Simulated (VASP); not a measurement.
Write the native input for VASP 6.6.1 that does the following.

- Task: single point
- Functional: PBEsol
- Potentials or basis: VASP PAW PBE potentials, release 64 (Cd, Te)
- Cutoff: 520 eV
- k mesh: 8 × 8 × 8
- Occupations: gaussian, width 0.05 eV
- Spin: no spin polarisation
- Dipole correction: no
- Further INCAR settings: ALGO = Normal; EDIFF = 1e-06; NBANDS = 16

The structure of CdTe lies in POSCAR:

```
CdTe
1.0
    0.0000000000      2.9931667612      2.9931667612
    2.9931667612      0.0000000000      2.9931667612
    2.9931667612      2.9931667612      0.0000000000
Cd Te
1 1
Direct
    0.5000000000      0.5000000000      0.5000000000
    0.0000000000      0.0000000000      0.0000000000
```

One way to write it, as run:

INCAR

```
PREC     = Accurate       # precision mode
ENCUT    = 520            # plane-wave cutoff, eV
EDIFF    = 1E-6           # SCF threshold, eV
ISMEAR   = 0              # smearing method
SIGMA    = 0.05           # smearing width, eV
LREAL    = F              # projectors in reciprocal space
LASPH    = T              # aspherical terms in the spheres
NELM     = 80             # most SCF steps
ALGO     = Normal         # electronic algorithm
ISIF     = 2              # what is computed and relaxed
LWAVE    = F              # write WAVECAR
LCHARG   = F              # write CHGCAR
GGA      = PS             # functional
NBANDS   = 16             # bands
```

KPOINTS

```
regular mesh
0
Gamma
  8 8 8
```

Potentials or basis: VASP PAW PBE potentials, release 64 (Cd, Te).

Command:

```console
$ cat potpaw_PBE.64/Cd/POTCAR potpaw_PBE.64/Te/POTCAR > POTCAR
$ mpirun -np 1 vasp_std > vasp.out
```

It gave:

```
Pressure               : 0.5 GPa
Band gap on the k mesh : zero (band 9 reaches 4.49 eV, above the bottom of band 10 at 3.03 eV)
```

Caveat: the PAW data sets were made with another functional, which shifts forces and pressure a little; spin-orbit coupling is left out, which moves the levels of the heavy elements.

It took 9 s on 1 thread of Intel(R) Xeon(R) 6975P-C (Granite Rapids), on a shared host, peak memory 0.18 GiB.
